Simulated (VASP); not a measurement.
# Ba3Rh (Pm-3m) in VASP: further runs

Ba3Rh is run at these levels: PBE; tasks: single point, relaxation of cell and atoms.

Everything below comes from runs of VASP 6.6.1. Logs are shortened: lines on timing, memory, paths and dates and some standing lists are left out, and cuts for length are marked.

## (1) The cell of the first run

Symmetry: Pm-3m, No. 221, cubic system. Conventional cell: a = 5.279 Å, b = 5.279 Å, c = 5.279 Å, α = 90.00°, β = 90.00°, γ = 90.00°. Within 4.9 Å of Ba (site symmetry 4/mmm) lie 8 Ba at 3.73 Å and 4 Rh at 3.73 Å. Within 4.9 Å of Rh (site symmetry m-3m) lie 12 Ba at 3.73 Å.

## (2) Single point, PBE

Input file INCAR:

```
SYSTEM = Ba3Rh
ALGO = Fast
EDIFF = 1E-6
ENCUT = 520
GGA = PE
ISIF = 2
ISMEAR = 0
LASPH = .True.
LCHARG = .True.
LELF = .True.
LREAL = .False.
LVHAR = .True.
LWAVE = .False.
NBANDS = 30
NELM = 100
PREC = Accurate
SIGMA = 0.1
```

Input file KPOINTS:

```
k-points
0
Gamma
  10 10 10
  0 0 0
```

Input file POSCAR:

```
Ba3Rh
1.0
    5.2789042702      0.0000000000      0.0000000000
    0.0000000000      5.2789042702      0.0000000000
    0.0000000000      0.0000000000      5.2789042702
Ba Rh
3 1
Direct
    0.0000000000      0.5000000000      0.5000000000
    0.5000000000      0.0000000000      0.5000000000
    0.5000000000      0.5000000000      0.0000000000
    0.0000000000      0.0000000000      0.0000000000
```

Potentials or basis: VASP PAW PBE potentials, release 64 (Ba_sv, Rh_pv).

Launch:

```console
$ cat potpaw_PBE.64/Ba_sv/POTCAR potpaw_PBE.64/Rh_pv/POTCAR > POTCAR
$ mpirun -np 1 vasp_std > vasp.out
```

OUTCAR:

```text
SYSTEM = Ba3Rh
   EDIFF = 1E-6
   ENCUT = 520
   GGA = PE
   ISIF = 2
   ISMEAR = 0
   LASPH = .True.
   LREAL = .False.
   NELM = 100
   PREC = Accurate

 ion  position               nearest neighbor table
   1  0.000  0.500  0.500-   2 3.73   3 3.73   4 3.73   3 3.73   4 3.73   2 3.73   4 3.73   4 3.73
                             2 3.73   3 3.73   3 3.73   2 3.73
   2  0.500  0.000  0.500-   1 3.73   3 3.73   4 3.73   3 3.73   4 3.73   1 3.73   3 3.73   3 3.73
                             1 3.73   4 3.73   4 3.73   1 3.73
   3  0.500  0.500  0.000-   1 3.73   2 3.73   4 3.73   1 3.73   2 3.73   2 3.73   4 3.73   2 3.73
                             1 3.73   4 3.73   1 3.73   4 3.73
   4  0.000  0.000  0.000-   1 3.73   2 3.73   3 3.73   1 3.73   2 3.73   1 3.73   3 3.73   1 3.73
                             2 3.73   3 3.73   2 3.73   3 3.73

  LATTYP: Found a simple cubic cell.
 ALAT       =     5.2789042702

  Lattice vectors:

 A1 = (   5.2789042702,   0.0000000000,   0.0000000000)
 A2 = (   0.0000000000,   5.2789042702,   0.0000000000)
 A3 = (   0.0000000000,   0.0000000000,   5.2789042702)

Analysis of symmetry for initial positions (statically):
=====================================================================
 Subroutine PRICEL returns:
 Original cell was already a primitive cell.

 Routine SETGRP: Setting up the symmetry group for a
 simple cubic supercell.

 Subroutine GETGRP returns: Found 48 space group operations
 (whereof 48 operations were pure point group operations)
 out of a pool of 48 trial point group operations.

The static configuration has the point symmetry O_h .

Analysis of symmetry for dynamics (positions and initial velocities):
=====================================================================
 Subroutine PRICEL returns:
 Original cell was already a primitive cell.

 Routine SETGRP: Setting up the symmetry group for a
 simple cubic supercell.

 Subroutine GETGRP returns: Found 48 space group operations
 (whereof 48 operations were pure point group operations)
 out of a pool of 48 trial point group operations.

The dynamic configuration has the point symmetry O_h .

 Subroutine INISYM returns: Found 48 space group operations
 (whereof 48 operations are pure point group operations),
 and found     1 'primitive' translations

----------------------------------------------------------------------------------------

                                     Primitive cell
[... 90 lines left out ...]
   LNONCOLLINEAR =      F non collinear calculations
   LSORBIT =      F    spin-orbit coupling
   LASPH  =      T    aspherical Exc in radial PAW
   ENCUT  =  520.0 eV  38.22 Ry    6.18 a.u.   9.82  9.82  9.82*2*pi/ulx,y,z
   NELM   =    100;   NELMIN=  2; NELMDL= -5     # of ELM steps
   EDIFF  = 0.1E-05   stopping-criterion for ELM
   LREAL  =      F    real-space projection
   EDIFFG = 0.1E-04   stopping-criterion for IOM
   NSW    =      0    number of steps for IOM
   IBRION =     -1    ionic relax: 0-MD 1-quasi-New 2-CG
   NFREE  =      0    steps in history (QN), initial steepest desc. (CG)
   ISIF   =      2    stress and relaxation
   ISYM   =      2    0-nonsym 1-usesym 2-fastsym
   POTIM  = 0.5000    time-step for ionic-motion
   TEBEG  =    0.0;   TEEND  =   0.0 temperature during run
   PSTRESS=    0.0 pullay stress
   NELECT =      45.0000    total number of electrons
   NUPDOWN=      -1.0000    fix difference up-down
   EMIN   =  10.00;   EMAX   =-10.00  energy-range for DOS
   EFERMI =   0.00;   METHOD = LEGACY
   ISMEAR =     0;   SIGMA  =   0.10  broadening in eV -4-tet -1-fermi 0-gaus
   EFERMI_NEDOS =   21; number of points for ismear=-14 and -15
   IALGO  =     68    algorithm
   IMIX   =      4    mixing-type and parameters
     AMIX     =   0.40;   BMIX     =  1.00
     AMIX_MAG =   1.60;   BMIX_MAG =  1.00
  volume/ion in A,a.u.               =      36.78       248.18
  Fermi-wavevector in a.u.,A,eV,Ry     =   1.103067  2.084494 16.554981  1.216757
  Thomas-Fermi vector in A             =   2.239519
   LORBIT       =      0    0 simple, 1 ext, 2 COOP (PROOUT), +10 PAW based schemes
   GGA     = PE    functional components
   LHFCALC =     F    Hartree Fock is set to
   AEXX    =    0.0000 exact exchange contribution
   IVDW    =     0    specifies the selected vdW correction
   LEPSILON=     F    determine dielectric tensor
   LRPA    =     F    only Hartree local field effects (RPA)
 non-spin polarized calculation
 RMM-DIIS sequential band-by-band and
 Gauss-broadening in eV      SIGMA  =   0.10
  energy-cutoff  :      520.00
  volume of cell :      147.11
 maximum number of plane-waves:      3984
 NGX is ok and might be reduce to    40
   NGX = 19   NGY = 19   NGZ = 19

 number of electron      44.9999982 magnetization

 Free energy of the ion-electron system (eV)
  ---------------------------------------------------
  ext. energy  EPLUGINS =         0.00000000
  ---------------------------------------------------
  free energy    TOTEN  =       -11.86406267 eV

  energy without entropy =      -11.84285788  energy(sigma->0) =      -11.85346027

 E-fermi :   3.7029     XC(G=0):  -9.1640

 val. band max:        3.7027131092   @ k =   0.5000   0.4000   0.4000
 cond. band min:       3.7464952534   @ k =   0.4000   0.3000   0.2000
 fundamental gap:      0.0437821442
 Fermi energy:         3.7029386350

 k-point     1 :       0.0000    0.0000    0.0000
  band No.  band energies     occupation
      1     -41.4249      2.00000
      2     -41.4249      2.00000
      3     -41.4249      2.00000
      4     -25.0396      2.00000
      5     -24.7016      2.00000
      6     -24.7016      2.00000
[... 781 lines left out ...]
     29       6.2146      0.00000
     30       6.3627      0.00000

 [... further k-points ...]
[... 5 lines left out ...]
  --------------------------------------------------------------------------------------
  -------------------------------------------------------------------------------------
  Total        0.5835423      0.5835423      0.5835423      0.0000000      0.0000000      0.0000000
  in kB        6.3555269      6.3555269      6.3555269      0.0000000      0.0000000      0.0000000
  external PRESSURE =       6.3555269 kB  Pullay stress =       0.0000000 kB

 VOLUME and BASIS-vectors are now :
 -----------------------------------------------------------------------------
  energy-cutoff  :      520.00
  volume of cell :      147.11
      direct lattice vectors                 reciprocal lattice vectors
     5.278904270  0.000000000  0.000000000     0.189433251  0.000000000  0.000000000
     0.000000000  5.278904270  0.000000000     0.000000000  0.189433251  0.000000000
     0.000000000  0.000000000  5.278904270     0.000000000  0.000000000  0.189433251

 POSITION                                       TOTAL-FORCE (eV/Angst)
 -----------------------------------------------------------------------------------
      0.00000      2.63945      2.63945         0.000000      0.000000      0.000000
      2.63945      0.00000      2.63945         0.000000      0.000000      0.000000
      2.63945      2.63945      0.00000         0.000000      0.000000      0.000000
      0.00000      0.00000      0.00000         0.000000      0.000000      0.000000
 -----------------------------------------------------------------------------------
    total drift:                                0.000000     -0.000000     -0.000000

  FREE ENERGIE OF THE ION-ELECTRON SYSTEM (eV)
  ---------------------------------------------------
  free  energy   TOTEN  =       -11.8640626692 eV

  energy  without entropy=      -11.8428578801  energy(sigma->0) =      -11.85346027
```

OSZICAR:

```text
N       E                     dE             d eps       ncg     rms          rms(c)
DAV:   1     0.337225075289E+03    0.33723E+03   -0.22022E+04  3816   0.132E+03
DAV:   2     0.107312497166E+02   -0.32649E+03   -0.31564E+03  4354   0.303E+02
DAV:   3    -0.110918245370E+02   -0.21823E+02   -0.21006E+02  4824   0.701E+01
DAV:   4    -0.120832795517E+02   -0.99146E+00   -0.98529E+00  4932   0.120E+01
DAV:   5    -0.121022926957E+02   -0.19013E-01   -0.19003E-01  4314   0.175E+00    0.630E+00
RMM:   6    -0.119266998204E+02    0.17559E+00   -0.22156E-01  3661   0.291E+00    0.351E+00
RMM:   7    -0.119373643485E+02   -0.10665E-01   -0.38993E-01  4700   0.228E+00    0.239E+00
RMM:   8    -0.118623294712E+02    0.75035E-01   -0.17673E-01  3965   0.184E+00    0.308E-01
RMM:   9    -0.118633512377E+02   -0.10218E-02   -0.22065E-02  4306   0.577E-01    0.136E-01
RMM:  10    -0.118639624073E+02   -0.61117E-03   -0.58053E-03  5052   0.244E-01    0.652E-02
RMM:  11    -0.118640301234E+02   -0.67716E-04   -0.93455E-04  5014   0.116E-01    0.219E-02
RMM:  12    -0.118640535293E+02   -0.23406E-04   -0.31500E-04  5357   0.563E-02    0.878E-03
RMM:  13    -0.118640596072E+02   -0.60779E-05   -0.59341E-05  5014   0.279E-02    0.479E-03
RMM:  14    -0.118640617731E+02   -0.21659E-05   -0.24113E-05  4442   0.154E-02    0.114E-03
RMM:  15    -0.118640626692E+02   -0.89614E-06   -0.55602E-06  3390   0.789E-03
   1 F= -.11864063E+02 E0= -.11853460E+02  d E =-.212048E-01
```

Run time: 2.1 min. Hardware: 1 thread of Intel Xeon 6975P-C (Granite Rapids), shared host; peak memory 0.38 GiB.

What came out:

```
Free energy            : -11.8641 eV
Pressure               : 0.6 GPa
Band gap on the k mesh : zero (an odd number of electrons rules out a gap without spin polarisation)
```

Levels at points of the mesh, in eV from the Fermi level:
| k point | band 20 | band 21 | band 22 | band 23 | band 24 | band 25 |
| --- | --- | --- | --- | --- | --- | --- |
| (0.00, 0.00, 0.00) | -1.61 | -1.61 | -1.61 | 0.44 | 0.44 | 0.44 |
| (0.50, 0.00, 0.00) | -1.01 | -1.01 | -0.81 | -0.79 | 0.15 | 0.65 |
| (0.50, 0.50, 0.00) | -1.03 | -0.87 | -0.12 | -0.12 | 0.10 | 0.76 |
| (0.50, 0.50, 0.50) | -0.98 | -0.98 | 0.11 | 0.11 | 0.11 | 2.02 |

Caveat: spin-orbit coupling is left out, which moves the levels of the heavy elements.

## (3) Relaxation of cell and atoms, PBE

Input file INCAR:

```
SYSTEM = Ba3Rh
  PREC = Accurate
  ENCUT = 600
  EDIFF = 1E-7
  ISMEAR = 0
  SIGMA = 0.1
  LREAL = .FALSE.
  LASPH = .TRUE.
  NELM = 100
  ALGO = Fast
  ISIF = 3
  LWAVE = .FALSE.
  LCHARG = .FALSE.
  GGA = PE
  IBRION = 2
  NSW = 100
  EDIFFG = -0.01
```

Input file KPOINTS:

```
Automatic mesh
0
G
  10 10 10
  0 0 0
```

Input file POSCAR:

```
Ba3Rh
1.0
    5.2814484053      0.0000000000      0.0000000000
    0.0000000000      5.2814484053      0.0000000000
    0.0000000000      0.0000000000      5.2814484053
Ba Rh
3 1
Direct
    0.0000000000      0.5000000000      0.5000000000
    0.5000000000      0.0000000000      0.5000000000
    0.5000000000      0.5000000000      0.0000000000
    0.0000000000      0.0000000000      0.0000000000
```

Potentials or basis: VASP PAW PBE potentials, release 64 (Ba_sv, Rh_pv).

Launch:

```console
$ cat potpaw_PBE.64/Ba_sv/POTCAR potpaw_PBE.64/Rh_pv/POTCAR > POTCAR
$ mpirun -np 1 vasp_std > vasp.out
```

Wall time 7.1 min (1 thread of Intel Xeon 6975P-C (Granite Rapids), shared host); peak memory 0.43 GiB.

It converged, with:

| Quantity | Value |
| --- | --- |
| Free energy | -11.8730 eV |
| Relaxed volume | 37.98 Å³/atom |
| Relaxed cell | a = 5.336 Å, b = 5.336 Å, c = 5.336 Å, α = 90.00°, β = 90.00°, γ = 90.00° |
| Space group after relaxing (to 0.1 Å) | Pm-3m (No. 221) |
| Energy gained by relaxing | 2.1 meV/atom |
| Ionic steps | 3 |
| Pressure after relaxing | 0.0 GPa |
| Band gap on the k mesh | zero (an odd number of electrons rules out a gap without spin polarisation) |

Step by step:
| step | energy change (eV) | largest force (eV/Å) | pressure (GPa) | volume (Å³) |
| --- | --- | --- | --- | --- |
| 1 | 0.0000 | 0.0000 | 0.60 | 147.32 |
| 2 | -0.0072 | 0.0000 | 0.20 | 150.27 |
| 3 | -0.0082 | 0.0000 | 0.00 | 151.90 |

Final structure:
```yaml
crystal:
  lattice:
    - [5.33566, 0.00000, 0.00000]
    - [0.00000, 5.33566, 0.00000]
    - [0.00000, 0.00000, 5.33566]
  atoms:
    - { symbol: Ba, position: [0.00000, 0.50000, 0.50000] }
    - { symbol: Ba, position: [0.50000, 0.00000, 0.50000] }
    - { symbol: Ba, position: [0.50000, 0.50000, 0.00000] }
    - { symbol: Rh, position: [0.00000, 0.00000, 0.00000] }
```

Levels at points of the mesh, in eV from the Fermi level:
```tsv
k point	band 18	band 19	band 20	band 21	band 22	band 23	band 24	band 25	band 26	band 27
(0.00, 0.00, 0.00)	-1.78	-1.78	-1.52	-1.52	-1.52	0.46	0.46	0.46	1.11	1.11
(0.50, 0.00, 0.00)	-1.26	-1.26	-0.97	-0.97	-0.78	-0.76	0.19	0.65	0.65	2.15
(0.50, 0.50, 0.00)	-1.04	-0.99	-0.99	-0.83	-0.16	-0.16	0.15	0.67	0.82	0.82
(0.50, 0.50, 0.50)	-1.61	-1.61	-0.93	-0.93	0.11	0.11	0.11	2.00	2.01	2.05
```

Caveat: spin-orbit coupling is left out, which moves the levels of the heavy elements.
